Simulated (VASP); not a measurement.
# Si5P (F-43m) in VASP: notebook, part 2 of 3

VASP 6.6.1. The steps go on from the part before.

### Step 4. Relaxation of cell and atoms, PBE

This run uses another cell than the first one, of 16.74 Å³/atom, 1.093 times its volume.

Contents of INCAR:

```
PREC = Accurate ; ENCUT = 600
EDIFF = 1E-6 ; ISMEAR = 0
SIGMA = 0.1 ; LREAL = F
LASPH = T ; NELM = 100
ALGO = Normal ; ISIF = 3
LWAVE = F ; LCHARG = F
GGA = PE ; IBRION = 2
NSW = 90 ; EDIFFG = -0.04
```

Contents of KPOINTS:

```
regular mesh
0
Gamma
  4 4 4
```

Contents of POSCAR:

```
Si5P
1.0
    0.0000000000      3.6897378100      3.6897378100
    3.6897378100      0.0000000000      3.6897378100
    3.6897378100      3.6897378100      0.0000000000
Si P
5 1
Direct
    0.3727328200      0.8757557300      0.8757557300
    0.8757557300      0.3727328200      0.8757557300
    0.8757557300      0.8757557300      0.3727328200
    0.8757557300      0.8757557300      0.8757557300
    0.5000000000      0.5000000000      0.5000000000
    0.2500000000      0.2500000000      0.2500000000
```

Potentials or basis: VASP PAW PBE potentials, release 64 (Si, P).

Launch:

```sh
$ cat potpaw_PBE.64/Si/POTCAR potpaw_PBE.64/P/POTCAR > POTCAR
$ mpirun -np 1 vasp_std > vasp.out
```

OUTCAR:

```text
PREC = Accurate
   ENCUT = 600
   EDIFF = 1E-6
   ISMEAR = 0
   LREAL = F
   LASPH = T
   NELM = 100
   ISIF = 3
   GGA = PE
   IBRION = 2
   NSW = 90
   EDIFFG = -0.04

 ion  position               nearest neighbor table
   1  0.373  0.876  0.876-   2 2.59   3 2.59   4 2.59   4 2.62   3 2.62   2 2.62   5 3.06   5 3.06
                             5 3.06
   2  0.876  0.373  0.876-   1 2.59   3 2.59   4 2.59   3 2.62   4 2.62   1 2.62   5 3.06   5 3.06
                             5 3.06
   3  0.876  0.876  0.373-   1 2.59   2 2.59   4 2.59   4 2.62   2 2.62   1 2.62   5 3.06   5 3.06
                             5 3.06
   4  0.876  0.876  0.876-   1 2.59   2 2.59   3 2.59   3 2.62   2 2.62   1 2.62   5 3.06   5 3.06
                             5 3.06
   5  0.500  0.500  0.500-   1 3.06   2 3.06   1 3.06   3 3.06   2 3.06   3 3.06   4 3.06   4 3.06
                             4 3.06   1 3.06   2 3.06   3 3.06
   6  0.250  0.250  0.250-

  LATTYP: Found a face centered cubic cell.
 ALAT       =     7.3794756200

  Lattice vectors:

 A1 = (   0.0000000000,   3.6897378100,   3.6897378100)
 A2 = (   3.6897378100,   0.0000000000,   3.6897378100)
 A3 = (   3.6897378100,   3.6897378100,   0.0000000000)

Analysis of symmetry for initial positions (statically):
=====================================================================
 Subroutine PRICEL returns:
 Original cell was already a primitive cell.

 Routine SETGRP: Setting up the symmetry group for a
 face centered cubic supercell.

 Subroutine GETGRP returns: Found 24 space group operations
 (whereof 24 operations were pure point group operations)
 out of a pool of 48 trial point group operations.

The static configuration has the point symmetry T_d .

Analysis of symmetry for dynamics (positions and initial velocities):
=====================================================================
 Subroutine PRICEL returns:
 Original cell was already a primitive cell.

 Routine SETGRP: Setting up the symmetry group for a
 face centered cubic supercell.

 Subroutine GETGRP returns: Found 24 space group operations
 (whereof 24 operations were pure point group operations)
 out of a pool of 48 trial point group operations.

The dynamic configuration has the point symmetry T_d .

 Subroutine INISYM returns: Found 24 space group operations
 (whereof 24 operations are pure point group operations),
 and found     1 'primitive' translations

----------------------------------------------------------------------------------------

                                     Primitive cell

  volume of cell :     100.4654

  direct lattice vectors                    reciprocal lattice vectors
     0.000000000  3.689737810  3.689737810    -0.135510984  0.135510984  0.135510984
     3.689737810  0.000000000  3.689737810     0.135510984 -0.135510984  0.135510984
     3.689737810  3.689737810  0.000000000     0.135510984  0.135510984 -0.135510984

  length of vectors
     5.218077253  5.218077253  5.218077253     0.234711909  0.234711909  0.234711909

  position of ions in fractional coordinates (direct lattice)
     0.372732820  0.875755730  0.875755730
     0.875755730  0.372732820  0.875755730
     0.875755730  0.875755730  0.372732820
     0.875755730  0.875755730  0.875755730
     0.500000000  0.500000000  0.500000000
     0.250000000  0.250000000  0.250000000

  ion indices of the primitive-cell ions
   primitive index   ion index
                 1           1
                 2           2
                 3           3
                 4           4
                 5           5
                 6           6

----------------------------------------------------------------------------------------

 KPOINTS: regular mesh

Automatic generation of k-mesh.
 Grid dimensions read from file:
 generate k-points for:    4    4    4

 Generating k-lattice:

  Cartesian coordinates                     Fractional coordinates (reciprocal lattice)
    -0.033877746  0.033877746  0.033877746     0.250000000  0.000000000  0.000000000
     0.033877746 -0.033877746  0.033877746     0.000000000  0.250000000  0.000000000
     0.033877746  0.033877746 -0.033877746     0.000000000  0.000000000  0.250000000

  Length of vectors
     0.058677977  0.058677977  0.058677977

  Shift w.r.t. Gamma in fractional coordinates (k-lattice)
     0.000000000  0.000000000  0.000000000

 Subroutine IBZKPT returns following result:
 ===========================================

 Found      8 irreducible k-points:

 Following reciprocal coordinates:
            Coordinates               Weight
  0.000000  0.000000  0.000000      1.000000
  0.250000  0.000000  0.000000      8.000000
  0.500000  0.000000  0.000000      4.000000
  0.250000  0.250000  0.000000      6.000000
  0.500000  0.250000  0.000000     24.000000
 -0.250000  0.250000  0.000000     12.000000
  0.500000  0.500000  0.000000      3.000000
 -0.250000  0.500000  0.250000      6.000000
   k-points           NKPTS =      8   k-points in BZ     NKDIM =      8   number of bands    NBANDS=     16
   number of dos      NEDOS =    301   number of ions     NIONS =      6
   total plane-waves  NPLWV =  74088
   dimension x,y,z NGX =    42 NGY =   42 NGZ =   42
   dimension x,y,z NGXF=    84 NGYF=   84 NGZF=   84
   ions per type =               5   1
   NGX,Y,Z   is equivalent  to a cutoff of  13.38, 13.38, 13.38 a.u.
   NGXF,Y,Z  is equivalent  to a cutoff of  26.76, 26.76, 26.76 a.u.
 SYSTEM =  unknown system
   PREC   = accura    normal or accurate (medium, high low for compatibility)
   ISTART =      0    job   : 0-new  1-cont  2-samecut
   ICHARG =      2    charge: 1-file 2-atom 10-const
   ISPIN  =      1    spin polarized calculation?
   LNONCOLLINEAR =      F non collinear calculations
   LSORBIT =      F    spin-orbit coupling
   LASPH  =      T    aspherical Exc in radial PAW
   ENCUT  =  600.0 eV  44.10 Ry    6.64 a.u.  10.42 10.42 10.42*2*pi/ulx,y,z
   NELM   =    100;   NELMIN=  2; NELMDL= -5     # of ELM steps
   EDIFF  = 0.1E-05   stopping-criterion for ELM
   LREAL  =      F    real-space projection
   EDIFFG = -.4E-01   stopping-criterion for IOM
   NSW    =     90    number of steps for IOM
   IBRION =      2    ionic relax: 0-MD 1-quasi-New 2-CG
   NFREE  =      1    steps in history (QN), initial steepest desc. (CG)
   ISIF   =      3    stress and relaxation
   ISYM   =      2    0-nonsym 1-usesym 2-fastsym
   POTIM  = 0.5000    time-step for ionic-motion
   TEBEG  =    0.0;   TEEND  =   0.0 temperature during run
   PSTRESS=    0.0 pullay stress
   NELECT =      25.0000    total number of electrons
   NUPDOWN=      -1.0000    fix difference up-down
   EMIN   =  10.00;   EMAX   =-10.00  energy-range for DOS
   EFERMI =   0.00;   METHOD = LEGACY
   ISMEAR =     0;   SIGMA  =   0.10  broadening in eV -4-tet -1-fermi 0-gaus
   EFERMI_NEDOS =   21; number of points for ismear=-14 and -15
   IALGO  =     38    algorithm
   IMIX   =      4    mixing-type and parameters
     AMIX     =   0.40;   BMIX     =  1.00
     AMIX_MAG =   1.60;   BMIX_MAG =  1.00
  volume/ion in A,a.u.               =      16.74       113.00
  Fermi-wavevector in a.u.,A,eV,Ry     =   1.029713  1.945875 14.426365  1.060308
  Thomas-Fermi vector in A             =   2.163774
   LORBIT       =      0    0 simple, 1 ext, 2 COOP (PROOUT), +10 PAW based schemes
   GGA     = PE    functional components
   LHFCALC =     F    Hartree Fock is set to
   AEXX    =    0.0000 exact exchange contribution
   IVDW    =     0    specifies the selected vdW correction
   LEPSILON=     F    determine dielectric tensor
   LRPA    =     F    only Hartree local field effects (RPA)
 conjugate gradient relaxation of ions
 non-spin polarized calculation
 Gauss-broadening in eV      SIGMA  =   0.10
  energy-cutoff  :      600.00
  volume of cell :      100.47
 maximum number of plane-waves:      3383
 NGX is ok and might be reduce to    42
   NGX = 21   NGY = 21   NGZ = 21

--------------------------------------- Ionic step        1  -------------------------------------------

 number of electron      25.0000001 magnetization

 Free energy of the ion-electron system (eV)
  ---------------------------------------------------
  ext. energy  EPLUGINS =         0.00000000
  ---------------------------------------------------
  free energy    TOTEN  =       -28.03709688 eV

  energy without entropy =      -28.02327844  energy(sigma->0) =      -28.03018766

------------------------ aborting loop because EDIFF is reached ----------------------------------------

  FORCE on cell =-STRESS in cart. coord.  units (eV):
  Direction    XX          YY          ZZ          XY          YZ          ZX
  --------------------------------------------------------------------------------------
  -------------------------------------------------------------------------------------
  Total       -3.7786456     -3.7786456     -3.7786456     -0.0000000      0.0000000     -0.0000000
  in kB      -60.2601523    -60.2601523    -60.2601523     -0.0000000      0.0000000     -0.0000000
  external PRESSURE =     -60.2601523 kB  Pullay stress =       0.0000000 kB
[... 147 lines left out ...]
--------------------------------------- Ionic step        5  -------------------------------------------

 number of electron      25.0000000 magnetization

 Free energy of the ion-electron system (eV)
  ---------------------------------------------------
  ext. energy  EPLUGINS =         0.00000000
  ---------------------------------------------------
  free energy    TOTEN  =       -28.20918643 eV

  energy without entropy =      -28.19235011  energy(sigma->0) =      -28.20076827

 E-fermi :   9.2251     XC(G=0): -10.9698

 val. band max:        9.1809769949   @ k =   0.5000   0.5000   0.0000
 cond. band min:       9.2319821865   @ k =  -0.2500   0.5000   0.2500
 fundamental gap:      0.0510051916
 Fermi energy:         9.2251375804

 k-point     1 :       0.0000    0.0000    0.0000
  band No.  band energies     occupation
      1      -5.1036      2.00000
      2       0.6472      2.00000
      3       2.0481      2.00000
      4       3.7123      2.00000
      5       3.7123      2.00000
      6       3.7123      2.00000
[... 174 lines left out ...]
  FREE ENERGIE OF THE ION-ELECTRON SYSTEM (eV)
  ---------------------------------------------------
  free  energy   TOTEN  =       -28.2091864250 eV

  energy  without entropy=      -28.1923501092  energy(sigma->0) =      -28.20076827

 reached required accuracy - stopping structural energy minimisation
```

OSZICAR:

```text
N       E                     dE             d eps       ncg     rms          rms(c)
DAV:   1     0.631660597169E+02    0.63166E+02   -0.11087E+04   256   0.145E+03
DAV:   2    -0.244814980458E+02   -0.87648E+02   -0.86040E+02   344   0.179E+02
DAV:   3    -0.282669026882E+02   -0.37854E+01   -0.36643E+01   328   0.342E+01
[... 37 lines left out ...]
DAV:   1    -0.282092637616E+02   -0.75056E-03   -0.28612E-02   280   0.920E-01    0.747E-02
DAV:   2    -0.282092041805E+02    0.59581E-04   -0.15464E-03   288   0.281E-01    0.178E-02
DAV:   3    -0.282091853443E+02    0.18836E-04   -0.19502E-04   320   0.737E-02    0.758E-03
DAV:   4    -0.282091864120E+02   -0.10677E-05   -0.24432E-05   320   0.308E-02    0.102E-02
DAV:   5    -0.282091864250E+02   -0.13003E-07   -0.31381E-07   160   0.386E-03
   5 F= -.28209186E+02 E0= -.28200768E+02  d E =-.673739E-03
```

CONTCAR:

```text
Si5P
   1.00000000000000
    -0.0000000000000000    3.5849471774850592    3.5849471774850592
     3.5849471774850592   -0.0000000000000000    3.5849471774850592
     3.5849471774850592    3.5849471774850592   -0.0000000000000000
  Si              P
     5     1
Direct
     0.3747777553221101    0.8750740848926326    0.8750740848926326
     0.8750740848926326    0.3747777553221101    0.8750740848926326
     0.8750740848926326    0.8750740848926326    0.3747777553221101
     0.8750740848926326    0.8750740848926326    0.8750740848926326
     0.5000000000000000    0.5000000000000000    0.5000000000000000
     0.2500000000000000    0.2500000000000000    0.2500000000000000

  0.00000000E+00  0.00000000E+00  0.00000000E+00
  0.00000000E+00  0.00000000E+00  0.00000000E+00
  0.00000000E+00  0.00000000E+00  0.00000000E+00
  0.00000000E+00  0.00000000E+00  0.00000000E+00
  0.00000000E+00  0.00000000E+00  0.00000000E+00
  0.00000000E+00  0.00000000E+00  0.00000000E+00
```

Run time: 1.7 min. Hardware: 1 thread of Intel Xeon 6975P-C, shared host; peak memory 0.25 GiB.

Results:

```
Free energy                            : -28.2092 eV
Relaxed volume                         : 15.36 Å³/atom
Relaxed cell                           : a = 5.070 Å, b = 5.070 Å, c = 5.070 Å, α = 60.00°, β = 60.00°, γ = 60.00°
Space group after relaxing (to 0.05 Å) : F-43m (No. 216)
Energy gained by relaxing              : 28.7 meV/atom
Ionic steps                            : 5
Pressure after relaxing                : -0.1 GPa
Largest force after relaxing           : 0.021 eV/Å
```

Forces in eV/Å, atoms in the order of the input:
```
Si  -0.012  0.012  0.012
Si   0.012 -0.012  0.012
Si   0.012  0.012 -0.012
Si  -0.012 -0.012 -0.012
Si   0.000  0.000  0.000
P    0.000  0.000  0.000
```

Step by step:
| step | energy change (eV) | largest force (eV/Å) | pressure (GPa) | volume (Å³) |
| --- | --- | --- | --- | --- |
| 1 | 0.0000 | 0.1132 | -6.03 | 100.47 |
| 2 | -0.1711 | 0.0689 | 0.38 | 91.58 |
| 3 | -0.1715 | 0.0737 | 0.04 | 91.97 |
| 4 | -0.1714 | 0.0756 | -0.10 | 92.14 |
| 5 | -0.1721 | 0.0208 | -0.11 | 92.15 |

Final structure:
```
Si P
1.0
     0.00000    3.58495    3.58495
     3.58495    0.00000    3.58495
     3.58495    3.58495    0.00000
Si P
5 1
Direct
  0.37478 0.87507 0.87507
  0.87507 0.37478 0.87507
  0.87507 0.87507 0.37478
  0.87507 0.87507 0.87507
  0.50000 0.50000 0.50000
  0.25000 0.25000 0.25000
```

Levels at points of the mesh, in eV from the Fermi level:
| k point | band 8 | band 9 | band 10 | band 11 | band 12 | band 13 | band 14 | band 15 | band 16 |
| --- | --- | --- | --- | --- | --- | --- | --- | --- | --- |
| (0.00, 0.00, 0.00) | -5.32 | -5.32 | -5.03 | -2.64 | -2.64 | -2.64 | -2.31 | -2.31 | 4.42 |
| (0.50, 0.00, 0.00) | -5.56 | -2.54 | -1.88 | -0.87 | -0.87 | -0.48 | -0.48 | 2.00 | 3.05 |
| (0.50, 0.50, 0.00) | -1.54 | -0.78 | -0.78 | -0.04 | -0.04 | 0.29 | 0.33 | 0.65 | 1.60 |

Caveat: the k points lie up to 0.38 Å⁻¹ apart in the final cell.

### Step 5. Single point, PBE

Contents of INCAR:

```
PREC = Accurate
ENCUT = 520
EDIFF = 1E-7
ISMEAR = 0
SIGMA = 0.1
LREAL = False
LASPH = True
NELM = 60
ALGO = Normal
ISIF = 2
LWAVE = False
LCHARG = False
GGA = PE
NBANDS = 22
```

Contents of KPOINTS:

```
regular mesh
0
Gamma
  10 10 10
```

Contents of POSCAR:

```
Si5P
1.0
    0.0000000000      3.5794379477      3.5794379477
    3.5794379477      0.0000000000      3.5794379477
    3.5794379477      3.5794379477      0.0000000000
Si P
5 1
Direct
    0.1248503367      0.1248503367      0.6254489899
    0.6254489899      0.1248503367      0.1248503367
    0.1248503367      0.1248503367      0.1248503367
    0.1248503367      0.6254489899      0.1248503367
    0.5000000000      0.5000000000      0.5000000000
    0.7500000000      0.7500000000      0.7500000000
```

Launch:

```sh
$ cat potpaw_PBE.64/Si/POTCAR potpaw_PBE.64/P/POTCAR > POTCAR
$ mpirun -np 1 vasp_std > vasp.out
```

Wall time 2.5 min (1 thread of Intel Xeon 6975P-C, shared host); peak memory 0.27 GiB.

Results (log left out):

```yaml
Free_energy: -28.3651 eV
Pressure: 0.0 GPa
```

Levels at points of the mesh, in eV from the Fermi level:
```tsv
k point	band 8	band 9	band 10	band 11	band 12	band 13	band 14	band 15	band 16	band 17
(0.00, 0.00, 0.00)	-5.32	-5.32	-5.02	-2.66	-2.66	-2.66	-2.30	-2.30	4.44	4.44
(0.50, 0.00, 0.00)	-5.58	-2.52	-1.89	-0.87	-0.87	-0.47	-0.47	1.99	3.07	3.44
(0.50, 0.50, 0.00)	-1.54	-0.79	-0.79	-0.03	-0.03	0.30	0.35	0.64	1.62	1.86
```

(Continued in part 3 of 3.)
